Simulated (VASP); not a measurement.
Here is a VASP 6.6.1 calculation.

The input POSCAR:

```
SiC
1.0
    0.0000000000      2.1740000000      2.2609600000
    2.1740000000      0.0000000000      2.2609600000
    2.1740000000      2.1740000000      0.0000000000
Si C
1 1
Direct
    0.0000000000      0.0000000000      0.0000000000
    0.7500000000      0.7500000000      0.7500000000
```

The input INCAR.step1:

```
SYSTEM = SiC
PREC = Accurate
ENCUT = 520
ISMEAR = 0
SIGMA = 0.05
LREAL = .False.
LASPH = .True.
NELM = 60
NBANDS = 11
GGA = PE
ALGO = Normal
EDIFF = 1E-4
LWAVE = .True.
LCHARG = .False.
```

Contents of INCAR.step2:

```
SYSTEM = SiC
PREC = Accurate
ENCUT = 520
EDIFF = 1E-6
ISMEAR = 0
SIGMA = 0.05
LREAL = .False.
LASPH = .True.
NELM = 60
ALGO = Normal
ISIF = 2
LWAVE = .False.
LCHARG = .False.
METAGGA = R2SCAN
LMIXTAU = .True.
NBANDS = 11
ISTART = 1
```

The input KPOINTS:

```
Automatic mesh
0
Gamma
  12 12 12
  0 0 0
```

Potentials or basis: VASP PAW PBE potentials, release 64 (Si, C).

Run with:

```console
$ cat potpaw_PBE.64/Si/POTCAR potpaw_PBE.64/C/POTCAR > POTCAR
$ cp INCAR.step1 INCAR
$ mpirun -np 1 vasp_std > vasp.out
$ cp INCAR.step2 INCAR
$ mpirun -np 1 vasp_std > vasp.out
```

Problem. What does it give for the pressure?

Solution. -7.4 GPa.

Problem. Predict the band gap on the k mesh.

Solution. 1.53 eV, indirect (least direct gap 4.98 eV).

Stress tensor (GPa, compression positive):
```
 -3.44   0.00   0.00
  0.00  -3.44   0.00
  0.00   0.00 -15.20
```

Caveat: the cell differs from its parent crystal (strain +0.000 along x and y, +0.040 along z); the PAW data sets were made with another functional, which shifts forces and pressure a little. A k mesh can miss the band edges.
